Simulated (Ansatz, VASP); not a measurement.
One calculation of KBr, two programs

```
K Br
1.0
     0.00000    3.29250    3.29250
     3.29250    0.00000    3.29250
     3.29250    3.29250    0.00000
K Br
1 1
Direct
  0.00000 0.00000 0.00000
  0.50000 0.50000 0.50000
```

Alike in both runs: task single point; functional LDA; k mesh 7 × 7 × 7; occupations fermi-dirac, width 0.01 eV; no spin polarisation.

|  | VASP | Ansatz |
| --- | --- | --- |
| version | VASP 6.6.1 | Ansatz 0.2.0 |
| potentials or method | VASP PAW LDA potentials, release 64 (K_sv, Br), cutoff 520 eV | all-electron LAPW, scalar-relativistic |

Ansatz gave:

- gap on the k mesh at the Fermi level (eV): 4.05
- pressure (GPa): -1.6

Problem. What did VASP give for the same quantities?

Solution. gap on the k mesh at the Fermi level (eV): 4.06; pressure (GPa): -1.5.

LDA's correlation is that of Perdew and Zunger in VASP and of Perdew and Wang (1992) in Ansatz. Ansatz ran all-electron here, and VASP with PAW potentials.
